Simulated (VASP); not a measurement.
# InSe in VASP: single point with PBE+D3(BJ)

Aim: the single point of InSe with PBE+D3(BJ).

Program: VASP 6.6.1. These are calculated values, not measurements. Logs are shortened: lines on timing, memory, paths and dates and some standing lists are left out, and cuts for length are marked.

### 1 The cell of the first run

The cell holds a slab with vacuum, 8 atoms: a = 4.027 Å, b = 4.027 Å, c = 28.271 Å, α = 90.00°, β = 90.00°, γ = 120.00°.

### 2 Single point, PBE+D3(BJ) (layers slid over each other)

Input file INCAR:

```
PREC = Accurate
ENCUT = 400
EDIFF = 1E-6
ISMEAR = 0
SIGMA = 0.05
LREAL = False
LASPH = True
NELM = 120
ALGO = Normal
ISIF = 2
LWAVE = False
LCHARG = False
LDIPOL = True
IDIPOL = 3
DIPOL = 0.5 0.5 0.412
GGA = PE
IVDW = 12
NBANDS = 48
GGA_COMPAT = False
NELMDL = -8
```

Input file KPOINTS:

```
Automatic mesh
0
Gamma
  9 9 1
```

Input file POSCAR:

```
InSe
1.0
    4.0266103653      0.0000000000      0.0000000000
   -2.0133051827      3.4871468675      0.0000000000
    0.0000000000      0.0000000000     28.2707107737
Se In
4 4
Direct
    0.0000000000      0.0000000000      0.1591753400
    0.0000000000      0.0000000000      0.3496677344
    0.2222222222      0.4444444444      0.4738244996
    0.2222222222      0.4444444444      0.6643168940
    0.6666666667      0.3333333333      0.2049979902
    0.6666666667      0.3333333333      0.3038451596
    0.8888888889      0.7777777778      0.5196471499
    0.8888888889      0.7777777778      0.6184943192
```

Potentials or basis: VASP PAW PBE potentials, release 64 (Se, In_d).

Run with:

```
> cat potpaw_PBE.64/Se/POTCAR potpaw_PBE.64/In_d/POTCAR > POTCAR
> mpirun -np 1 vasp_std > vasp.out
```

OUTCAR:

```text
PREC = Accurate
   ENCUT = 400
   EDIFF = 1E-6
   ISMEAR = 0
   LREAL = False
   LASPH = True
   NELM = 120
   ISIF = 2
   GGA = PE
   IVDW = 12
   NELMDL = -8
 IVDW          = 12

 ion  position               nearest neighbor table
   1  0.000  0.000  0.159-   5 2.66   5 2.66   5 2.66
   2  0.000  0.000  0.350-   6 2.66   6 2.66   6 2.66
   3  0.222  0.444  0.474-   7 2.66   7 2.66   7 2.66
   4  0.222  0.444  0.664-   8 2.66   8 2.66   8 2.66
   5  0.667  0.333  0.205-   1 2.66   1 2.66   1 2.66   6 2.79
   6  0.667  0.333  0.304-   2 2.66   2 2.66   2 2.66   5 2.79
   7  0.889  0.778  0.520-   3 2.66   3 2.66   3 2.66   8 2.79
   8  0.889  0.778  0.618-   4 2.66   4 2.66   4 2.66   7 2.79

  LATTYP: Found a hexagonal cell.
 ALAT       =     4.0266103653
 C/A-ratio  =     7.0209700490

  Lattice vectors:

 A1 = (   4.0266103653,   0.0000000000,   0.0000000000)
 A2 = (  -2.0133051827,   3.4871468675,   0.0000000000)
 A3 = (   0.0000000000,   0.0000000000,  28.2707107737)

Analysis of symmetry for initial positions (statically):
=====================================================================
 Subroutine PRICEL returns:
 Original cell was already a primitive cell.

 Routine SETGRP: Setting up the symmetry group for a
 hexagonal supercell.

 Subroutine GETGRP returns: Found  2 space group operations
 (whereof  2 operations were pure point group operations)
 out of a pool of 24 trial point group operations.

The static configuration has the point symmetry C_1h.

Analysis of symmetry for dynamics (positions and initial velocities):
=====================================================================
 Subroutine PRICEL returns:
 Original cell was already a primitive cell.

 Routine SETGRP: Setting up the symmetry group for a
 hexagonal supercell.

 Subroutine GETGRP returns: Found  2 space group operations
 (whereof  2 operations were pure point group operations)
 out of a pool of 24 trial point group operations.

The dynamic configuration has the point symmetry C_1h.

 Subroutine INISYM returns: Found  2 space group operations
 (whereof  2 operations are pure point group operations),
 and found     1 'primitive' translations

----------------------------------------------------------------------------------------

                                     Primitive cell

  volume of cell :     396.9598

  direct lattice vectors                    reciprocal lattice vectors
     4.026610365  0.000000000  0.000000000     0.248347843  0.143383694  0.000000000
    -2.013305183  3.487146867  0.000000000     0.000000000  0.286767388  0.000000000
     0.000000000  0.000000000 28.270710774     0.000000000  0.000000000  0.035372298

  length of vectors
     4.026610365  4.026610365 28.270710774     0.286767388  0.286767388  0.035372298

  position of ions in fractional coordinates (direct lattice)
     0.000000000  0.000000000  0.159175340
     0.000000000  0.000000000  0.349667734
     0.222222222  0.444444444  0.473824500
     0.222222222  0.444444444  0.664316894
     0.666666667  0.333333333  0.204997990
     0.666666667  0.333333333  0.303845160
     0.888888889  0.777777778  0.519647150
     0.888888889  0.777777778  0.618494319

  ion indices of the primitive-cell ions
   primitive index   ion index
                 1           1
                 2           2
                 3           3
                 4           4
                 5           5
                 6           6
                 7           7
                 8           8

----------------------------------------------------------------------------------------

 KPOINTS: Automatic mesh

Automatic generation of k-mesh.
 Grid dimensions read from file:
 generate k-points for:    9    9    1

 Generating k-lattice:

  Cartesian coordinates                     Fractional coordinates (reciprocal lattice)
     0.027594205  0.015931522  0.000000000     0.111111111  0.000000000  0.000000000
     0.000000000  0.031863043  0.000000000     0.000000000  0.111111111  0.000000000
     0.000000000  0.000000000  0.035372298     0.000000000  0.000000000  1.000000000

  Length of vectors
     0.031863043  0.031863043  0.035372298

  Shift w.r.t. Gamma in fractional coordinates (k-lattice)
     0.000000000  0.000000000  0.000000000

 Subroutine IBZKPT returns following result:
 ===========================================

 Found     25 irreducible k-points:

 Following reciprocal coordinates:
            Coordinates               Weight
  0.000000  0.000000  0.000000      1.000000
  0.111111  0.000000  0.000000      4.000000
  0.000000  0.111111  0.000000      2.000000
  0.222222 -0.000000  0.000000      4.000000
  0.000000  0.222222  0.000000      2.000000
  0.333333  0.000000  0.000000      4.000000
[... 16 lines left out ...]
 -0.222222 -0.444444  0.000000      4.000000
  0.444444  0.333333  0.000000      4.000000
   k-points           NKPTS =     25   k-points in BZ     NKDIM =     25   number of bands    NBANDS=     48
   number of dos      NEDOS =    301   number of ions     NIONS =      8
   total plane-waves  NPLWV = 150528
   dimension x,y,z NGX =    28 NGY =   28 NGZ =  192
   dimension x,y,z NGXF=    56 NGYF=   56 NGZF=  384
   ions per type =               4   4
   NGX,Y,Z   is equivalent  to a cutoff of  11.56, 11.56, 11.29 a.u.
   NGXF,Y,Z  is equivalent  to a cutoff of  23.12, 23.12, 22.58 a.u.
 SYSTEM =  unknown system
   PREC   = accura    normal or accurate (medium, high low for compatibility)
   ISTART =      0    job   : 0-new  1-cont  2-samecut
   ICHARG =      2    charge: 1-file 2-atom 10-const
   ISPIN  =      1    spin polarized calculation?
   LNONCOLLINEAR =      F non collinear calculations
   LSORBIT =      F    spin-orbit coupling
   LASPH  =      T    aspherical Exc in radial PAW
   ENCUT  =  400.0 eV  29.40 Ry    5.42 a.u.   6.57  6.57 46.10*2*pi/ulx,y,z
   NELM   =    120;   NELMIN=  2; NELMDL= -8     # of ELM steps
   EDIFF  = 0.1E-05   stopping-criterion for ELM
   LREAL  =      F    real-space projection
   EDIFFG = 0.1E-04   stopping-criterion for IOM
   NSW    =      0    number of steps for IOM
   IBRION =     -1    ionic relax: 0-MD 1-quasi-New 2-CG
   NFREE  =      0    steps in history (QN), initial steepest desc. (CG)
   ISIF   =      2    stress and relaxation
   ISYM   =      2    0-nonsym 1-usesym 2-fastsym
   POTIM  = 0.5000    time-step for ionic-motion
   TEBEG  =    0.0;   TEEND  =   0.0 temperature during run
   PSTRESS=    0.0 pullay stress
   NELECT =      76.0000    total number of electrons
   NUPDOWN=      -1.0000    fix difference up-down
   EMIN   =  10.00;   EMAX   =-10.00  energy-range for DOS
   EFERMI =   0.00;   METHOD = LEGACY
   ISMEAR =     0;   SIGMA  =   0.05  broadening in eV -4-tet -1-fermi 0-gaus
   EFERMI_NEDOS =   21; number of points for ismear=-14 and -15
   IALGO  =     38    algorithm
   IMIX   =      4    mixing-type and parameters
     AMIX     =   0.40;   BMIX     =  1.00
     AMIX_MAG =   1.60;   BMIX_MAG =  1.00
  volume/ion in A,a.u.               =      49.62       334.85
  Fermi-wavevector in a.u.,A,eV,Ry     =   0.943548  1.783047 12.113024  0.890282
  Thomas-Fermi vector in A             =   2.071266
   LORBIT       =      0    0 simple, 1 ext, 2 COOP (PROOUT), +10 PAW based schemes
   GGA     = PE    functional components
   LHFCALC =     F    Hartree Fock is set to
   AEXX    =    0.0000 exact exchange contribution
   IVDW    =    12    specifies the selected vdW correction
   LEPSILON=     F    determine dielectric tensor
   LRPA    =     F    only Hartree local field effects (RPA)
 non-spin polarized calculation
 Gauss-broadening in eV      SIGMA  =   0.05
  energy-cutoff  :      400.00
  volume of cell :      396.96
 maximum number of plane-waves:      7281
 NGX is ok and might be reduce to    28
   NGX = 13   NGY = 13   NGZ = 93

 dipolmoment           0.000000      0.000000     -0.000007 electrons x Angstroem

 number of electron      76.0000001 magnetization

 dipolmoment           0.000000      0.000000      0.000031 electrons x Angstroem

 Free energy of the ion-electron system (eV)
  ---------------------------------------------------
  ext. energy  EPLUGINS =         0.00000000
  ---------------------------------------------------
  free energy    TOTEN  =       -28.39431131 eV

  energy without entropy =      -28.39431131  energy(sigma->0) =      -28.39431131

 E-fermi :   0.0070     XC(G=0):  -5.6832

 val. band max:       -0.2515490307   @ k =   0.1111   0.0000   0.0000
 cond. band min:       0.9460858860   @ k =   0.0000   0.0000   0.0000
 fundamental gap:      1.1976349167
 Fermi energy:         0.0069751714

 k-point     1 :       0.0000    0.0000    0.0000
  band No.  band energies     occupation
      1     -14.5167      2.00000
      2     -14.5166      2.00000
      3     -14.3336      2.00000
      4     -14.3334      2.00000
      5     -14.3330      2.00000
      6     -14.3329      2.00000
[... 40 lines left out ...]
     47       5.0280      0.00000
     48       5.2053      0.00000

 k-point     2 :       0.1111    0.0000    0.0000
  band No.  band energies     occupation
      1     -14.5162      2.00000
      2     -14.5160      2.00000
      3     -14.3737      2.00000
      4     -14.3723      2.00000
      5     -14.3315      2.00000
      6     -14.3313      2.00000
[... 40 lines left out ...]
     47       5.0948      0.00000
     48       5.1900      0.00000

 k-point     3 :       0.0000    0.1111    0.0000
  band No.  band energies     occupation
      1     -14.5161      2.00000
      2     -14.5160      2.00000
      3     -14.3736      2.00000
      4     -14.3722      2.00000
      5     -14.3319      2.00000
      6     -14.3312      2.00000
[... 40 lines left out ...]
     47       5.0885      0.00000
     48       5.1987      0.00000

 k-point     4 :       0.2222   -0.0000    0.0000
  band No.  band energies     occupation
      1     -14.5292      2.00000
      2     -14.5279      2.00000
      3     -14.4422      2.00000
      4     -14.4401      2.00000
      5     -14.3889      2.00000
      6     -14.3861      2.00000
[... 958 lines left out ...]
     47       5.2897      0.00000
     48       5.3224      0.00000

 k-point    23 :      -0.2222   -0.4444    0.0000
  band No.  band energies     occupation
      1     -14.6227      2.00000
      2     -14.6202      2.00000
      3     -14.5242      2.00000
      4     -14.5219      2.00000
      5     -14.4598      2.00000
      6     -14.4596      2.00000
[... 40 lines left out ...]
     47       5.2734      0.00000
     48       5.3343      0.00000

 k-point    24 :       0.4444    0.3333    0.0000
  band No.  band energies     occupation
      1     -14.6232      2.00000
      2     -14.6199      2.00000
      3     -14.5246      2.00000
      4     -14.5216      2.00000
      5     -14.4598      2.00000
      6     -14.4596      2.00000
[... 40 lines left out ...]
     47       5.2763      0.00000
     48       5.3299      0.00000

 [... further k-points ...]

------------------------ aborting loop because EDIFF is reached ----------------------------------------

 vacuum level on the upper side and lower side of the slab       (xc-potential included)        -0.149        -0.149

 Edisp (eV)   -1.99483

 E8    (eV) :    -0.9353

  FORCE on cell =-STRESS in cart. coord.  units (eV):
  Direction    XX          YY          ZZ          XY          YZ          ZX
  --------------------------------------------------------------------------------------
  -------------------------------------------------------------------------------------
  Total      -0.14212    -0.06407    -0.40571     0.00000     0.13244    -0.00000
  in kB      -0.57363    -0.25860    -1.63749     0.00000     0.53456    -0.00000
  external pressure =       -0.82 kB  Pullay stress =        0.00 kB

 VOLUME and BASIS-vectors are now :
 -----------------------------------------------------------------------------
  energy-cutoff  :      400.00
  volume of cell :      396.96
      direct lattice vectors                 reciprocal lattice vectors
     4.026610365  0.000000000  0.000000000     0.248347843  0.143383694  0.000000000
    -2.013305183  3.487146867  0.000000000     0.000000000  0.286767388  0.000000000
     0.000000000  0.000000000 28.270710774     0.000000000  0.000000000  0.035372298

 POSITION                                       TOTAL-FORCE (eV/Angst)
 -----------------------------------------------------------------------------------
      0.00000      0.00000      4.50000         0.000000     -0.001575     -0.011996
      0.00000      0.00000      9.88536         0.000000     -0.035225      0.055600
     -0.00000      1.54984     13.39536        -0.000000      0.028670     -0.056713
     -0.00000      1.54984     18.78071        -0.000000      0.000106      0.011903
      2.01331      1.16238      5.79544         0.000000     -0.003381      0.013319
      2.01331      1.16238      8.58992        -0.000000      0.006633      0.017288
      2.01331      2.71223     14.69079        -0.000000      0.002190     -0.015917
      2.01331      2.71223     17.48527        -0.000000      0.002583     -0.013484
 -----------------------------------------------------------------------------------
    total drift:                               -0.000001      0.003089     -0.001143

  FREE ENERGIE OF THE ION-ELECTRON SYSTEM (eV)
  ---------------------------------------------------
  free  energy   TOTEN  =       -30.3891397935 eV

  energy  without entropy=      -30.3891397935  energy(sigma->0) =      -30.38913979

 vacuum level on the upper side and lower side of the slab         5.398         5.399
```

Run time: 7.7 min. Hardware: 1 thread of AMD EPYC 9R45 (Zen 5), shared host; peak memory 0.49 GiB.

What came out:

```yaml
Free_energy: -30.3891 eV
Largest_force: 0.066 eV/Å
Band_gap_on_the_k_mesh: 1.20 eV (least direct gap 1.24 eV)
Dispersion_energy_per_atom: -0.249 eV
```

Forces in eV/Å, atoms in the order of the input:
```
Se   0.000 -0.002 -0.012
Se   0.000 -0.035  0.056
Se   0.000  0.029 -0.057
Se   0.000  0.000  0.012
In   0.000 -0.003  0.013
In   0.000  0.007  0.017
In   0.000  0.002 -0.016
In   0.000  0.003 -0.013
```

Levels at points of the mesh, in eV from the valence-band top:
| k point | band 35 | band 36 | band 37 | band 38 | band 39 | band 40 | band 41 | band 42 |
| --- | --- | --- | --- | --- | --- | --- | --- | --- |
| (0.00, 0.00, 0.00) | -0.63 | -0.62 | -0.60 | -0.04 | 1.20 | 1.68 | 2.57 | 2.63 |

Caveat: the cell differs from its parent crystal (layers slid over each other); spin-orbit coupling is left out, which moves the levels of the heavy elements.
